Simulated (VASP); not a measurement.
# Bi2Te3 (R-3m) in VASP: notebook

Bi2Te3 is run at these levels: PBEsol; tasks: single point.

Everything below comes from runs of VASP 6.6.1. Logs are shortened: lines on timing, memory, paths and dates and some standing lists are left out, and cuts for length are marked.

**The experiment to reproduce.**

“Vacancy and Antisite-Induced Ferromagnetism in Liquid-Phase Exfoliated Bi2Te3”, 2024, arxiv:2412.10539 quotes, for a bulk crystal of Bi2Te3: band gap 0.17 eV.

How close the calculation comes is told below.

### Step 1. The cell of the first run

It takes space group R-3m (No. 166, trigonal). Conventional cell: a = 4.393 Å, b = 4.393 Å, c = 28.981 Å, α = 90.00°, β = 90.00°, γ = 120.00°. Bi (site symmetry 3m) has 3 Te at 3.11 Å and 3 Bi at 3.32 Å within 4.1 Å. Within 4.2 Å of Te (site symmetry -3m) lie 6 Te at 3.20 Å. Te (site symmetry 3m) has 3 Bi at 3.11 Å and 3 Te at 3.20 Å within 4.1 Å.

### Step 2. Single point, PBEsol

INCAR

```
ALGO     = Normal         # electronic algorithm
EDIFF    = 1E-6           # SCF threshold, eV
ENCUT    = 520            # plane-wave cutoff, eV
GGA      = PS             # functional
ISIF     = 2              # what is computed and relaxed
ISMEAR   = 0              # smearing method
LASPH    = True           # aspherical terms in the spheres
LCHARG   = False          # write CHGCAR
LREAL    = False          # projectors in reciprocal space
LWAVE    = False          # write WAVECAR
NBANDS   = 32             # bands
NELM     = 60             # most SCF steps
PREC     = Accurate       # precision mode
SIGMA    = 0.1            # smearing width, eV
```

KPOINTS

```
k-points
0
Gamma
  9 9 9
```

POSCAR

```
Bi2Te3
1.0
    2.1966863207      1.2682574386      9.6604417981
   -2.1966863207      1.2682574386      9.6604417981
    0.0000000000     -2.5365148772      9.6604417981
Bi Te
2 3
Direct
    0.8085539919      0.8085539919      0.8085539919
    0.4014460510      0.4014460510      0.4014460510
    0.6049996528      0.6049996528      0.6049996528
    0.2042524066      0.2042524066      0.2042524066
    0.0057478977      0.0057478977      0.0057478977
```

Potentials or basis: VASP PAW PBE potentials, release 64 (Bi_d, Te).

Launch:

```console
$ cat potpaw_PBE.64/Bi_d/POTCAR potpaw_PBE.64/Te/POTCAR > POTCAR
$ mpirun -np 1 vasp_std > vasp.out
```

OUTCAR:

```text
EDIFF = 1E-6
   ENCUT = 520
   GGA = PS
   ISIF = 2
   ISMEAR = 0
   LASPH = True
   LREAL = False
   NELM = 60
   PREC = Accurate

 ion  position               nearest neighbor table
   1  0.809  0.809  0.809-   4 3.11   4 3.11   4 3.11   2 3.32   2 3.32   2 3.32
   2  0.401  0.401  0.401-   5 3.11   5 3.11   5 3.11   1 3.32   1 3.32   1 3.32
   3  0.605  0.605  0.605-   4 3.20   4 3.20   4 3.20   5 3.20   5 3.20   5 3.20
   4  0.204  0.204  0.204-   1 3.11   1 3.11   1 3.11   3 3.20   3 3.20   3 3.20
   5  0.006  0.006  0.006-   2 3.11   2 3.11   2 3.11   3 3.20   3 3.20   3 3.20

  LATTYP: Found a trigonal (rhomboedric) cell.
 ALAT       =     9.9878948461
 COS(alpha) =     0.9032573089

  Lattice vectors:

 A1 = (   2.1966863207,   1.2682574386,   9.6604417981)
 A2 = (  -2.1966863207,   1.2682574386,   9.6604417981)
 A3 = (   0.0000000000,  -2.5365148772,   9.6604417981)

Analysis of symmetry for initial positions (statically):
=====================================================================
 Subroutine PRICEL returns:
 Original cell was already a primitive cell.

 Routine SETGRP: Setting up the symmetry group for a
 trigonal (rhombohedral) supercell.

 Subroutine GETGRP returns: Found 12 space group operations
 (whereof  6 operations were pure point group operations)
 out of a pool of 12 trial point group operations.

The static configuration has the point symmetry C_3v.
 The point group associated with its full space group is D_3d.

Analysis of symmetry for dynamics (positions and initial velocities):
=====================================================================
 Subroutine PRICEL returns:
 Original cell was already a primitive cell.

 Routine SETGRP: Setting up the symmetry group for a
 trigonal (rhombohedral) supercell.

 Subroutine GETGRP returns: Found 12 space group operations
 (whereof  6 operations were pure point group operations)
 out of a pool of 12 trial point group operations.

The dynamic configuration has the point symmetry C_3v.
 The point group associated with its full space group is D_3d.

 Subroutine INISYM returns: Found 12 space group operations
 (whereof  6 operations are pure point group operations),
 and found     1 'primitive' translations

----------------------------------------------------------------------------------------

                                     Primitive cell

  volume of cell :     161.4818

  direct lattice vectors                    reciprocal lattice vectors
     2.196686321  1.268257439  9.660441798     0.227615566  0.131413908  0.034504978
    -2.196686321  1.268257439  9.660441798    -0.227615566  0.131413908  0.034504978
     0.000000000 -2.536514877  9.660441798     0.000000000 -0.262827816  0.034504978

  length of vectors
     9.987894846  9.987894846  9.987894846     0.265083109  0.265083109  0.265083109

  position of ions in fractional coordinates (direct lattice)
     0.808553992  0.808553992  0.808553992
     0.401446051  0.401446051  0.401446051
     0.604999653  0.604999653  0.604999653
     0.204252407  0.204252407  0.204252407
     0.005747898  0.005747898  0.005747898

  ion indices of the primitive-cell ions
   primitive index   ion index
                 1           1
                 2           2
                 3           3
                 4           4
                 5           5

----------------------------------------------------------------------------------------

 KPOINTS: k-points

Automatic generation of k-mesh.
 Grid dimensions read from file:
 generate k-points for:    9    9    9

 Generating k-lattice:

  Cartesian coordinates                     Fractional coordinates (reciprocal lattice)
     0.025290618  0.014601545  0.003833886     0.111111111  0.000000000  0.000000000
    -0.025290618  0.014601545  0.003833886     0.000000000  0.111111111  0.000000000
     0.000000000 -0.029203091  0.003833886     0.000000000  0.000000000  0.111111111

  Length of vectors
     0.029453679  0.029453679  0.029453679

  Shift w.r.t. Gamma in fractional coordinates (k-lattice)
     0.000000000  0.000000000  0.000000000

 Subroutine IBZKPT returns following result:
 ===========================================

 Found     85 irreducible k-points:

 Following reciprocal coordinates:
            Coordinates               Weight
  0.000000  0.000000  0.000000      1.000000
  0.111111  0.000000  0.000000      6.000000
  0.222222  0.000000  0.000000      6.000000
  0.333333  0.000000  0.000000      6.000000
  0.444444  0.000000  0.000000      6.000000
  0.111111  0.111111  0.000000      6.000000
[... 16 lines left out ...]
 -0.333333  0.333333  0.000000      6.000000
  0.444444  0.444444  0.000000      6.000000
 [... further k-points ...]
   k-points           NKPTS =     85   k-points in BZ     NKDIM =     85   number of bands    NBANDS=     32
   number of dos      NEDOS =    301   number of ions     NIONS =      5
   total plane-waves  NPLWV = 512000
   dimension x,y,z NGX =    80 NGY =   80 NGZ =   80
   dimension x,y,z NGXF=   160 NGYF=  160 NGZF=  160
   ions per type =               2   3
   NGX,Y,Z   is equivalent  to a cutoff of  13.32, 13.32, 13.32 a.u.
   NGXF,Y,Z  is equivalent  to a cutoff of  26.63, 26.63, 26.63 a.u.
 SYSTEM =  unknown system
   PREC   = accura    normal or accurate (medium, high low for compatibility)
   ISTART =      0    job   : 0-new  1-cont  2-samecut
   ICHARG =      2    charge: 1-file 2-atom 10-const
   ISPIN  =      1    spin polarized calculation?
   LNONCOLLINEAR =      F non collinear calculations
   LSORBIT =      F    spin-orbit coupling
   LASPH  =      T    aspherical Exc in radial PAW
   ENCUT  =  520.0 eV  38.22 Ry    6.18 a.u.  18.57 18.57 18.57*2*pi/ulx,y,z
   NELM   =     60;   NELMIN=  2; NELMDL= -5     # of ELM steps
   EDIFF  = 0.1E-05   stopping-criterion for ELM
   LREAL  =      F    real-space projection
   EDIFFG = 0.1E-04   stopping-criterion for IOM
   NSW    =      0    number of steps for IOM
   IBRION =     -1    ionic relax: 0-MD 1-quasi-New 2-CG
   NFREE  =      0    steps in history (QN), initial steepest desc. (CG)
   ISIF   =      2    stress and relaxation
   ISYM   =      2    0-nonsym 1-usesym 2-fastsym
   POTIM  = 0.5000    time-step for ionic-motion
   TEBEG  =    0.0;   TEEND  =   0.0 temperature during run
   PSTRESS=    0.0 pullay stress
   NELECT =      48.0000    total number of electrons
   NUPDOWN=      -1.0000    fix difference up-down
   EMIN   =  10.00;   EMAX   =-10.00  energy-range for DOS
   EFERMI =   0.00;   METHOD = LEGACY
   ISMEAR =     0;   SIGMA  =   0.10  broadening in eV -4-tet -1-fermi 0-gaus
   EFERMI_NEDOS =   21; number of points for ismear=-14 and -15
   IALGO  =     38    algorithm
   IMIX   =      4    mixing-type and parameters
     AMIX     =   0.40;   BMIX     =  1.00
     AMIX_MAG =   1.60;   BMIX_MAG =  1.00
  volume/ion in A,a.u.               =      32.30       217.95
  Fermi-wavevector in a.u.,A,eV,Ry     =   1.092565  2.064649 16.241255  1.193699
  Thomas-Fermi vector in A             =   2.228833
   LORBIT       =      0    0 simple, 1 ext, 2 COOP (PROOUT), +10 PAW based schemes
   GGA     = PS    functional components
   LHFCALC =     F    Hartree Fock is set to
   AEXX    =    0.0000 exact exchange contribution
   IVDW    =     0    specifies the selected vdW correction
   LEPSILON=     F    determine dielectric tensor
   LRPA    =     F    only Hartree local field effects (RPA)
 non-spin polarized calculation
 Gauss-broadening in eV      SIGMA  =   0.10
  energy-cutoff  :      520.00
  volume of cell :      161.48
 maximum number of plane-waves:      4368
 NGX is ok and might be reduce to    80

 number of electron      48.0000000 magnetization

 Free energy of the ion-electron system (eV)
  ---------------------------------------------------
  ext. energy  EPLUGINS =         0.00000000
  ---------------------------------------------------
  free energy    TOTEN  =       -19.20160172 eV

  energy without entropy =      -19.19242649  energy(sigma->0) =      -19.19701411

 E-fermi :   6.8005     XC(G=0):  -9.7445

 val. band max:        6.7979858860   @ k =  -0.3333   0.3333   0.0000
 cond. band min:       6.8113448865   @ k =   0.0000   0.0000   0.0000
 fundamental gap:      0.0133590005
 Fermi energy:         6.8005249486

 k-point     1 :       0.0000    0.0000    0.0000
  band No.  band energies     occupation
      1     -16.1451      2.00000
      2     -16.1451      2.00000
      3     -16.0777      2.00000
      4     -16.0746      2.00000
      5     -16.0746      2.00000
      6     -16.0075      2.00000
[... 24 lines left out ...]
     31      11.0988      0.00000
     32      11.4523      0.00000

 k-point     2 :       0.1111    0.0000    0.0000
  band No.  band energies     occupation
      1     -16.1443      2.00000
      2     -16.1421      2.00000
      3     -16.0765      2.00000
      4     -16.0729      2.00000
      5     -16.0715      2.00000
      6     -16.0087      2.00000
[... 24 lines left out ...]
     31      10.7100      0.00000
     32      11.2748      0.00000

 k-point     3 :       0.2222    0.0000    0.0000
  band No.  band energies     occupation
      1     -16.1425      2.00000
      2     -16.1331      2.00000
      3     -16.0783      2.00000
      4     -16.0628      2.00000
      5     -16.0628      2.00000
      6     -16.0148      2.00000
[... 24 lines left out ...]
     31      10.2691      0.00000
     32      11.7476      0.00000

 k-point     4 :       0.3333    0.0000    0.0000
  band No.  band energies     occupation
      1     -16.1406      2.00000
      2     -16.1189      2.00000
      3     -16.0803      2.00000
      4     -16.0508      2.00000
      5     -16.0485      2.00000
      6     -16.0296      2.00000
[... 654 lines left out ...]
     31      11.2502      0.00000
     32      12.3661      0.00000

 k-point    23 :      -0.3333    0.3333    0.0000
  band No.  band energies     occupation
      1     -16.1468      2.00000
      2     -16.0711      2.00000
      3     -16.0711      2.00000
      4     -16.0594      2.00000
      5     -16.0450      2.00000
      6     -16.0449      2.00000
[... 24 lines left out ...]
     31      12.0637      0.00000
     32      12.2535      0.00000

 k-point    24 :       0.4444    0.4444    0.0000
  band No.  band energies     occupation
      1     -16.1395      2.00000
      2     -16.1048      2.00000
      3     -16.0798      2.00000
      4     -16.0503      2.00000
      5     -16.0385      2.00000
      6     -16.0300      2.00000
[... 24 lines left out ...]
     31      11.6792      0.00000
     32      12.3294      0.00000

 [... further k-points ...]

------------------------ aborting loop because EDIFF is reached ----------------------------------------

  FORCE on cell =-STRESS in cart. coord.  units (eV):
  Direction    XX          YY          ZZ          XY          YZ          ZX
  --------------------------------------------------------------------------------------
  -------------------------------------------------------------------------------------
  Total        0.0269225      0.0269225      0.0244878      0.0000000     -0.0000000      0.0000000
  in kB        0.2671170      0.2671170      0.2429613      0.0000000     -0.0000000      0.0000000
  external PRESSURE =       0.2590651 kB  Pullay stress =       0.0000000 kB

 VOLUME and BASIS-vectors are now :
 -----------------------------------------------------------------------------
  energy-cutoff  :      520.00
  volume of cell :      161.48
      direct lattice vectors                 reciprocal lattice vectors
     2.196686321  1.268257439  9.660441798     0.227615566  0.131413908  0.034504978
    -2.196686321  1.268257439  9.660441798    -0.227615566  0.131413908  0.034504978
     0.000000000 -2.536514877  9.660441798     0.000000000 -0.262827816  0.034504978

 POSITION                                       TOTAL-FORCE (eV/Angst)
 -----------------------------------------------------------------------------------
      0.00000      0.00000     23.43297         0.000000      0.000000     -0.007421
      0.00000      0.00000     11.63444         0.000000     -0.000000      0.007421
      0.00000      0.00000     17.53369         0.000000      0.000000     -0.000000
      0.00000      0.00000      5.91951         0.000000      0.000000      0.004266
      0.00000      0.00000      0.16658         0.000000      0.000000     -0.004266
 -----------------------------------------------------------------------------------
    total drift:                               -0.000000     -0.000000      0.000265

  FREE ENERGIE OF THE ION-ELECTRON SYSTEM (eV)
  ---------------------------------------------------
  free  energy   TOTEN  =       -19.2016017245 eV

  energy  without entropy=      -19.1924264907  energy(sigma->0) =      -19.19701411
```

It took 27 min on 1 thread of Intel Xeon 6975P-C (Granite Rapids), shared host; peak memory 1.1 GiB.

Results:

```yaml
Free_energy: -19.2016 eV
Pressure: 0.0 GPa
Largest_force: 0.007 eV/Å
Band_gap_on_the_k_mesh: zero (bands 24 and 25 overlap by 0.11 eV)
```

Forces in eV/Å, atoms in the order of the input:
```
Bi   0.000  0.000 -0.007
Bi   0.000  0.000  0.007
Te   0.000  0.000  0.000
Te   0.000  0.000  0.004
Te   0.000  0.000 -0.004
```

Caveat: the PAW data sets were made with another functional, which shifts forces and pressure a little; spin-orbit coupling is left out, which moves the levels of the heavy elements.

### Step 3. Single point, PBEsol

This run uses another cell than the first one, of the same volume but with other edges.

INCAR

```
PREC     = Accurate       # precision mode
ENCUT    = 520            # plane-wave cutoff, eV
EDIFF    = 1E-6           # SCF threshold, eV
ISMEAR   = 0              # smearing method
SIGMA    = 0.1            # smearing width, eV
LREAL    = F              # projectors in reciprocal space
LASPH    = T              # aspherical terms in the spheres
NELM     = 100            # most SCF steps
ALGO     = Normal         # electronic algorithm
ISIF     = 2              # what is computed and relaxed
LWAVE    = F              # write WAVECAR
LCHARG   = F              # write CHGCAR
GGA      = PS             # functional
NBANDS   = 32             # bands
ISYM     = 0
```

KPOINTS

```
regular mesh
0
Gamma
  8 4 9
```

POSCAR

```
Bi2Te3
1.0
    4.3933726414      0.0000000000      0.0000000000
   -2.1966863207      9.7433368343      0.0000000000
    2.1966863207      0.4952544363      3.7724018103
Bi Te
2 3
Direct
    0.3828920163      0.5743380244      0.8085539919
    0.1971078980      0.7956618470      0.4014460510
    0.7900006944      0.1850010415      0.6049996528
    0.5914951867      0.3872427801      0.2042524066
   -0.0114957954     -0.0172436930      0.0057478977
```

Potentials or basis: VASP PAW PBE potentials, release 64 (Bi_d, Te).

Launch:

```console
$ cat potpaw_PBE.64/Bi_d/POTCAR potpaw_PBE.64/Te/POTCAR > POTCAR
$ mpirun -np 1 vasp_std > vasp.out
```

It took 9.4 min on 1 thread of Intel Xeon 6975P-C (Granite Rapids), shared host; peak memory 0.75 GiB.

The run converged. Its results:

* Free energy: -19.2115 eV
* Pressure: 0.0 GPa
* Largest force: 0.044 eV/Å
* Band gap on the k mesh: zero (bands 24 and 25 overlap by 0.09 eV)

Forces in eV/Å, atoms in the order of the input:
```
Bi   0.008  0.043  0.000
Bi  -0.008 -0.043  0.000
Te   0.000  0.000  0.000
Te  -0.003 -0.021 -0.001
Te   0.003  0.021  0.001
```

Stress tensor (GPa, compression positive):
```
-0.11  0.04 -0.05
 0.04  0.10  0.06
-0.05  0.06  0.09
```

Levels at points of the mesh, in eV from the Fermi level:
```csv
k point,band 21,band 22,band 23,band 24,band 25,band 26,band 27,band 28
"(0.00, 0.00, 0.00)",-2.07,-0.60,-0.60,-0.41,-0.08,0.04,0.04,2.21
"(0.50, 0.00, 0.00)",-2.32,-1.92,-1.62,-0.21,0.07,1.72,1.80,2.03
"(0.00, 0.50, 0.00)",-1.41,-1.24,-0.99,-0.99,0.79,0.82,0.82,1.56
"(0.50, 0.50, 0.00)",-3.26,-2.62,-0.40,-0.12,-0.06,0.12,2.65,3.04
```

Caveat: the PAW data sets were made with another functional, which shifts forces and pressure a little; spin-orbit coupling is left out, which moves the levels of the heavy elements.

### Step 4. Against experiment

Step 2. Measured gap of Bi2Te3: 0.17 eV (quoted in “Vacancy and Antisite-Induced Ferromagnetism in Liquid-Phase Exfoliated Bi2Te3”, 2024, arxiv:2412.10539). This calculation gives 0.00 eV (-0.17 eV). Spin-orbit coupling on Bi, Te is left out. The value is that of PBEsol on a finite k mesh, which can miss the band edges, without temperature or zero-point motion. Semilocal functionals fall short of measured gaps as a rule.

Step 3. A measured gap of Bi2Te3 is 0.17 eV (quoted in “Vacancy and Antisite-Induced Ferromagnetism in Liquid-Phase Exfoliated Bi2Te3”, 2024, arxiv:2412.10539); the calculated 0.00 eV misses it by -0.17 eV. Spin-orbit coupling on Bi, Te is left out. The value is that of PBEsol on a finite k mesh, which can miss the band edges, without temperature or zero-point motion. Semilocal functionals fall short of measured gaps as a rule.
